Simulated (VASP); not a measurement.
# Cs (P6/mmm) in VASP: further runs

The runs below take Cs through relaxation of cell and atoms, with PBEsol.

All numbers are computed with VASP 6.6.1; they aren't measurements. Logs are shortened: lines on timing, memory, paths and dates and some standing lists are left out, and cuts for length are marked.

## (1) The cell of the first run

It takes space group P6/mmm (No. 191, hexagonal). The conventional cell has a = 4.008 Å, b = 4.008 Å, c = 3.631 Å, α = 90.00°, β = 90.00°, γ = 120.00°. Cs (site symmetry 6/mmm) has 8 Cs at 3.63 to 4.01 Å within 4.8 Å.

This isn't the form of Cs at room conditions, which is bcc.

## (2) Relaxation of cell and atoms, PBEsol, target pressure 2.9 GPa, at which the enthalpy is minimised

Input file INCAR:

```
SYSTEM = Cs
PREC = Accurate
ENCUT = 600
EDIFF = 1E-6
ISMEAR = -1
SIGMA = 0.05
LREAL = .False.
LASPH = .True.
NELM = 100
ALGO = Normal
ISIF = 3
LWAVE = .False.
LCHARG = .False.
GGA = PS
IBRION = 2
NSW = 32
EDIFFG = -0.005
PSTRESS = 29.0
```

Input file KPOINTS:

```
Automatic mesh
0
Gamma
  11 11 10
  0 0 0
```

Input file POSCAR:

```
Cs
1.0
    4.0081029536      0.0000000000      0.0000000000
   -2.0040514768      3.4711189788      0.0000000000
    0.0000000000      0.0000000000      3.6310863326
Cs
1
Direct
    0.0000000000      0.0000000000      0.0000000000
```

Potentials or basis: VASP PAW PBE potentials, release 64 (Cs_sv).

Started as:

```
cat potpaw_PBE.64/Cs_sv/POTCAR > POTCAR
mpirun -np 1 vasp_std > vasp.out
```

OUTCAR:

```text
SYSTEM = Cs
   PREC = Accurate
   ENCUT = 600
   EDIFF = 1E-6
   ISMEAR = -1
   LREAL = .False.
   LASPH = .True.
   NELM = 100
   ISIF = 3
   GGA = PS
   IBRION = 2
   NSW = 32
   EDIFFG = -0.005
   PSTRESS = 29.0

 ion  position               nearest neighbor table
   1  0.000  0.000  0.000-

  LATTYP: Found a hexagonal cell.
 ALAT       =     4.0081029536
 C/A-ratio  =     0.9059363930

  Lattice vectors:

 A1 = (   4.0081029536,   0.0000000000,   0.0000000000)
 A2 = (  -2.0040514768,   3.4711189788,   0.0000000000)
 A3 = (   0.0000000000,   0.0000000000,   3.6310863326)

Analysis of symmetry for initial positions (statically):
=====================================================================
 Subroutine PRICEL returns:
 Original cell was already a primitive cell.

 Routine SETGRP: Setting up the symmetry group for a
 hexagonal supercell.

 Subroutine GETGRP returns: Found 24 space group operations
 (whereof 24 operations were pure point group operations)
 out of a pool of 24 trial point group operations.

The static configuration has the point symmetry D_6h.

Analysis of symmetry for dynamics (positions and initial velocities):
=====================================================================
 Subroutine PRICEL returns:
 Original cell was already a primitive cell.

 Routine SETGRP: Setting up the symmetry group for a
 hexagonal supercell.

 Subroutine GETGRP returns: Found 24 space group operations
 (whereof 24 operations were pure point group operations)
 out of a pool of 24 trial point group operations.

The dynamic configuration has the point symmetry D_6h.

 Subroutine INISYM returns: Found 24 space group operations
 (whereof 24 operations are pure point group operations),
 and found     1 'primitive' translations

----------------------------------------------------------------------------------------

                                     Primitive cell

  volume of cell :      50.5179

  direct lattice vectors                    reciprocal lattice vectors
     4.008102954  0.000000000  0.000000000     0.249494589  0.144045768  0.000000000
    -2.004051477  3.471118979  0.000000000     0.000000000  0.288091537  0.000000000
     0.000000000  0.000000000  3.631086333     0.000000000  0.000000000  0.275399676

  length of vectors
     4.008102954  4.008102954  3.631086333     0.288091537  0.288091537  0.275399676

  position of ions in fractional coordinates (direct lattice)
     0.000000000  0.000000000  0.000000000

  ion indices of the primitive-cell ions
   primitive index   ion index
                 1           1

----------------------------------------------------------------------------------------

 KPOINTS: Automatic mesh

Automatic generation of k-mesh.
 Grid dimensions read from file:
 generate k-points for:   11   11   10

 Generating k-lattice:

  Cartesian coordinates                     Fractional coordinates (reciprocal lattice)
     0.022681326  0.013095070  0.000000000     0.090909091  0.000000000  0.000000000
     0.000000000  0.026190140  0.000000000     0.000000000  0.090909091  0.000000000
     0.000000000  0.000000000  0.027539968     0.000000000  0.000000000  0.100000000

  Length of vectors
     0.026190140  0.026190140  0.027539968

  Shift w.r.t. Gamma in fractional coordinates (k-lattice)
     0.000000000  0.000000000  0.000000000

 Subroutine IBZKPT returns following result:
 ===========================================

 Found     96 irreducible k-points:

 Following reciprocal coordinates:
            Coordinates               Weight
  0.000000  0.000000  0.000000      1.000000
  0.090909 -0.000000  0.000000      6.000000
  0.181818 -0.000000  0.000000      6.000000
  0.272727 -0.000000  0.000000      6.000000
  0.363636 -0.000000  0.000000      6.000000
  0.454545 -0.000000  0.000000      6.000000
[... 16 lines left out ...]
  0.090909  0.090909  0.100000     12.000000
  0.181818  0.090909  0.100000     24.000000
 [... further k-points ...]
   k-points           NKPTS =     96   k-points in BZ     NKDIM =     96   number of bands    NBANDS=      8
   number of dos      NEDOS =    301   number of ions     NIONS =      1
   total plane-waves  NPLWV =  30720
   dimension x,y,z NGX =    32 NGY =   32 NGZ =   30
   dimension x,y,z NGXF=    64 NGYF=   64 NGZF=   60
   ions per type =               1
   NGX,Y,Z   is equivalent  to a cutoff of  13.27, 13.27, 13.74 a.u.
   NGXF,Y,Z  is equivalent  to a cutoff of  26.55, 26.55, 27.47 a.u.
 SYSTEM =  Cs
   PREC   = accura    normal or accurate (medium, high low for compatibility)
   ISTART =      0    job   : 0-new  1-cont  2-samecut
   ICHARG =      2    charge: 1-file 2-atom 10-const
   ISPIN  =      1    spin polarized calculation?
   LNONCOLLINEAR =      F non collinear calculations
   LSORBIT =      F    spin-orbit coupling
   LASPH  =      T    aspherical Exc in radial PAW
   ENCUT  =  600.0 eV  44.10 Ry    6.64 a.u.   8.01  8.01  7.25*2*pi/ulx,y,z
   NELM   =    100;   NELMIN=  2; NELMDL= -5     # of ELM steps
   EDIFF  = 0.1E-05   stopping-criterion for ELM
   LREAL  =      F    real-space projection
   EDIFFG = -.5E-02   stopping-criterion for IOM
   NSW    =     32    number of steps for IOM
   IBRION =      2    ionic relax: 0-MD 1-quasi-New 2-CG
   NFREE  =      1    steps in history (QN), initial steepest desc. (CG)
   ISIF   =      3    stress and relaxation
   ISYM   =      2    0-nonsym 1-usesym 2-fastsym
   POTIM  = 0.5000    time-step for ionic-motion
   TEBEG  =    0.0;   TEEND  =   0.0 temperature during run
   PSTRESS=   29.0 pullay stress
   NELECT =       9.0000    total number of electrons
   NUPDOWN=      -1.0000    fix difference up-down
   EMIN   =  10.00;   EMAX   =-10.00  energy-range for DOS
   EFERMI =   0.00;   METHOD = LEGACY
   ISMEAR =    -1;   SIGMA  =   0.05  broadening in eV -4-tet -1-fermi 0-gaus
   EFERMI_NEDOS =   21; number of points for ismear=-14 and -15
   IALGO  =     38    algorithm
   IMIX   =      4    mixing-type and parameters
     AMIX     =   0.40;   BMIX     =  1.00
     AMIX_MAG =   1.60;   BMIX_MAG =  1.00
  volume/ion in A,a.u.               =      50.52       340.91
  Fermi-wavevector in a.u.,A,eV,Ry     =   0.921172  1.740762 11.545328  0.848558
  Thomas-Fermi vector in A             =   2.046559
   LORBIT       =      0    0 simple, 1 ext, 2 COOP (PROOUT), +10 PAW based schemes
   GGA     = PS    functional components
   LHFCALC =     F    Hartree Fock is set to
   AEXX    =    0.0000 exact exchange contribution
   IVDW    =     0    specifies the selected vdW correction
   LEPSILON=     F    determine dielectric tensor
   LRPA    =     F    only Hartree local field effects (RPA)
 conjugate gradient relaxation of ions
 non-spin polarized calculation
  energy-cutoff  :      600.00
  volume of cell :       50.52
 maximum number of plane-waves:      1700
   NGX = 17   NGY = 17   NGZ = 15

--------------------------------------- Ionic step        1  -------------------------------------------

 number of electron       9.0000002 magnetization

 Free energy of the ion-electron system (eV)
  ---------------------------------------------------
  ext. energy  EPLUGINS =         0.00000000
  ---------------------------------------------------
  free energy    TOTEN  =        -0.46061262 eV

  energy without entropy =       -0.44738284  energy(sigma->0) =       -0.45399773

------------------------ aborting loop because EDIFF is reached ----------------------------------------

  FORCE on cell =-STRESS in cart. coord.  units (eV):
  Direction    XX          YY          ZZ          XY          YZ          ZX
  --------------------------------------------------------------------------------------
  -------------------------------------------------------------------------------------
  Total        0.9271173      0.9271173      0.9364618      0.0000000      0.0000000      0.0000000
  in kB       29.4035890     29.4035890     29.6999482      0.0000000      0.0000000      0.0000000
  external PRESSURE =       0.5023754 kB  Pullay stress =      29.0000000 kB

 VOLUME and BASIS-vectors are now :
 -----------------------------------------------------------------------------
  energy-cutoff  :      600.00
  volume of cell :       50.52
      direct lattice vectors                 reciprocal lattice vectors
     4.008102954  0.000000000  0.000000000     0.249494589  0.144045768  0.000000000
    -2.004051477  3.471118979  0.000000000     0.000000000  0.288091537  0.000000000
     0.000000000  0.000000000  3.631086333     0.000000000  0.000000000  0.275399676
[... 44 lines left out ...]
  FREE ENERGIE OF THE ION-ELECTRON SYSTEM (eV)
  ---------------------------------------------------
  free  energy   TOTEN  =        -0.4627378621 eV

  energy  without entropy=       -0.4495026630  energy(sigma->0) =       -0.45612026

  enthalpy is  TOTEN    =         0.4537518258 eV   P V=        0.9164896879

--------------------------------------- Ionic step        3  -------------------------------------------

 number of electron       9.0000002 magnetization

 Free energy of the ion-electron system (eV)
  ---------------------------------------------------
  ext. energy  EPLUGINS =         0.00000000
  ---------------------------------------------------
  free energy    TOTEN  =        -0.46639484 eV

  energy without entropy =       -0.45314634  energy(sigma->0) =       -0.45977059

 E-fermi :   3.1867     XC(G=0):  -8.1265

 val. band max:        3.1556713187   @ k =   0.3636   0.2727   0.4000
 cond. band min:       3.1920825440   @ k =   0.4545  -0.0000   0.3000
 fundamental gap:      0.0364112253
 Fermi energy:         3.1867231690

 k-point     1 :       0.0000    0.0000    0.0000
  band No.  band energies     occupation
      1     -20.7403      2.00000
      2      -6.7868      2.00000
      3      -6.7868      2.00000
      4      -6.4986      2.00000
      5       1.2103      2.00000
      6       4.1907      0.00000
      7       6.0479      0.00000
      8       6.0479      0.00000

 k-point     2 :       0.0909   -0.0000    0.0000
  band No.  band energies     occupation
      1     -20.7255      2.00000
      2      -6.9341      2.00000
      3      -6.8162      2.00000
      4      -6.4842      2.00000
      5       1.4338      2.00000
      6       4.2928      0.00000
      7       5.6720      0.00000
      8       6.2519      0.00000
[... 221 lines left out ...]
 k-point    23 :       0.0909    0.0909    0.1000
  band No.  band energies     occupation
      1     -20.6757      2.00000
      2      -7.1572      2.00000
      3      -6.8581      2.00000
      4      -6.6953      2.00000
      5       2.0373      2.00000
      6       4.7868      0.00000
      7       5.2614      0.00000
      8       6.7388      0.00000

 k-point    24 :       0.1818    0.0909    0.1000
  band No.  band energies     occupation
      1     -20.6293      2.00000
      2      -7.5258      2.00000
      3      -6.9685      2.00000
      4      -6.6440      2.00000
      5       2.6330      1.99997
      6       4.6746      0.00000
      7       5.2105      0.00000
      8       7.4275      0.00000

 [... further k-points ...]

------------------------ aborting loop because EDIFF is reached ----------------------------------------

  FORCE on cell =-STRESS in cart. coord.  units (eV):
  Direction    XX          YY          ZZ          XY          YZ          ZX
  --------------------------------------------------------------------------------------
  -------------------------------------------------------------------------------------
  Total        0.9240848      0.9240848      0.9165723      0.0000000      0.0000000      0.0000000
  in kB       29.1247080     29.1247080     28.8879344      0.0000000      0.0000000      0.0000000
  external PRESSURE =       0.0457835 kB  Pullay stress =      29.0000000 kB

 VOLUME and BASIS-vectors are now :
 -----------------------------------------------------------------------------
  energy-cutoff  :      600.00
  volume of cell :       50.83
      direct lattice vectors                 reciprocal lattice vectors
     4.014822524  0.000000000  0.000000000     0.249077012  0.143804680  0.000000000
    -2.007411262  3.476938298  0.000000000     0.000000000  0.287609360  0.000000000
    -0.000000000  0.000000000  3.641643947     0.000000000  0.000000000  0.274601256

 POSITION                                       TOTAL-FORCE (eV/Angst)
 -----------------------------------------------------------------------------------
      0.00000      0.00000      0.00000         0.000000      0.000000      0.000000
 -----------------------------------------------------------------------------------
    total drift:                                0.000000     -0.000000     -0.000000

  FREE ENERGIE OF THE ION-ELECTRON SYSTEM (eV)
  ---------------------------------------------------
  free  energy   TOTEN  =        -0.4663948418 eV

  energy  without entropy=       -0.4531463414  energy(sigma->0) =       -0.45977059

  enthalpy is  TOTEN    =         0.4537331282 eV   P V=        0.9201279701

 reached required accuracy - stopping structural energy minimisation
```

Run time: 21 s. Hardware: 1 thread of Intel Xeon 6975P-C (Granite Rapids), shared host; peak memory 0.2 GiB.

Results:

```yaml
Free_energy: -0.4664 eV
Relaxed_volume: 50.83 Å³/atom
Relaxed_cell: a = 4.015 Å, b = 4.015 Å, c = 3.642 Å, α = 90.00°, β = 90.00°, γ = 120.00°
Space_group_after_relaxing_to_0.1_Å: P6/mmm (No. 191)
Energy_change_on_relaxing_the_run_minimises_the_enthalpy: -5.8 meV/atom
Ionic_steps: 3
Pressure_after_relaxing: 2.9 GPa
Band_gap_on_the_k_mesh: zero (an odd number of electrons rules out a gap without spin polarisation)
```

Step by step:
```tsv
step	energy change (eV)	largest force (eV/Å)	pressure (GPa)	volume (Å³)
1	0.0000	0.0000	2.95	50.52
2	-0.0021	0.0000	2.93	50.63
3	-0.0058	0.0000	2.90	50.83
```

Final structure:
```
CELL_PARAMETERS angstrom
4.01482 0.00000 0.00000
-2.00741 3.47694 0.00000
0.00000 0.00000 3.64164
ATOMIC_POSITIONS crystal
Cs 0.00000 0.00000 0.00000
```

Caveat: the cell is relaxed towards a set pressure, so the run minimises the enthalpy, not the energy; the PAW data sets were made with another functional, which shifts forces and pressure a little; spin-orbit coupling is left out, which moves the levels of the heavy elements.

## (3) Relaxation of cell and atoms, PBEsol, target pressure 2.9 GPa, at which the enthalpy is minimised

This run uses another cell than the first one, of 57.48 Å³/atom.

Input file INCAR:

```
PREC     = Accurate       # precision mode
ENCUT    = 600            # plane-wave cutoff, eV
EDIFF    = 1E-6           # SCF threshold, eV
ISMEAR   = -1             # smearing method
SIGMA    = 0.05           # smearing width, eV
LREAL    = False          # projectors in reciprocal space
LASPH    = True           # aspherical terms in the spheres
NELM     = 100            # most SCF steps
ALGO     = Normal         # electronic algorithm
ISIF     = 3              # what is computed and relaxed
LWAVE    = False          # write WAVECAR
LCHARG   = False          # write CHGCAR
GGA      = PS             # functional
IBRION   = 2              # ionic algorithm
NSW      = 60             # ionic steps
EDIFFG   = -0.005         # ionic threshold
PSTRESS  = 29.0
```

Input file KPOINTS:

```
Automatic mesh
0
Gamma
  11 11 10
```

Input file POSCAR:

```
Cs
1.0
    4.1331282944      0.0000000000      0.0000000000
   -2.0665641472      3.5793941001      0.0000000000
    0.0000000000      0.0000000000      3.8851405968
Cs
1
Direct
    0.0000000000      0.0000000000      0.0000000000
```

Potentials or basis: VASP PAW PBE potentials, release 64 (Cs_sv).

Started as:

```
cat potpaw_PBE.64/Cs_sv/POTCAR > POTCAR
mpirun -np 1 vasp_std > vasp.out
```

It took 78 s on 1 thread of Intel Xeon 6975P-C (Granite Rapids), shared host; peak memory 0.23 GiB.

It converged, with:

```yaml
Free_energy: -0.4684 eV
Relaxed_volume: 50.93 Å³/atom
Relaxed_cell: a = 4.018 Å, b = 4.018 Å, c = 3.643 Å, α = 90.00°, β = 90.00°, γ = 120.00°
Space_group_after_relaxing_to_0.1_Å: P6/mmm (No. 191)
Energy_change_on_relaxing_the_run_minimises_the_enthalpy: +99.8 meV/atom
Ionic_steps: 9
Pressure_after_relaxing: 2.9 GPa
Band_gap_on_the_k_mesh: zero (an odd number of electrons rules out a gap without spin polarisation)
```

Step by step:
| step | energy change (eV) | largest force (eV/Å) | pressure (GPa) | volume (Å³) |
| --- | --- | --- | --- | --- |
| 1 | 0.0000 | 0.0000 | 2.25 | 57.48 |
| 2 | 0.0257 | 0.0000 | 2.38 | 55.56 |
| 3 | 0.0759 | 0.0000 | 2.73 | 52.29 |
| 4 | 0.0941 | 0.0000 | 2.84 | 51.26 |
| 5 | 0.0919 | 0.0000 | 2.84 | 51.38 |
| 6 | 0.0966 | 0.0000 | 2.87 | 51.11 |
| 7 | 0.1009 | 0.0000 | 2.91 | 50.87 |
| 8 | 0.0991 | 0.0000 | 2.86 | 50.97 |
| 9 | 0.0998 | 0.0000 | 2.91 | 50.93 |

Final structure:
```yaml
crystal:
  lattice:
    - [4.01786, 0.00000, 0.00000]
    - [-2.00893, 3.47957, 0.00000]
    - [0.00000, 0.00000, 3.64299]
  atoms:
    - { symbol: Cs, position: [0.00000, 0.00000, 0.00000] }
```

Levels at points of the mesh, in eV from the Fermi level:
```
           k point  band 2  band 3  band 4  band 5  band 6  band 7  band 8
(0.00, 0.00, 0.00)   -9.98   -9.98   -9.69   -1.98    1.01    2.86    2.86
(0.00, 0.00, 0.50)  -11.72   -9.75   -9.75    0.39    2.00    3.85    3.85
```

Caveat: the cell is relaxed towards a set pressure, so the run minimises the enthalpy, not the energy; the PAW data sets were made with another functional, which shifts forces and pressure a little; spin-orbit coupling is left out, which moves the levels of the heavy elements.

The gap in the log of VASP goes by the Fermi energy; the results here count the filled bands.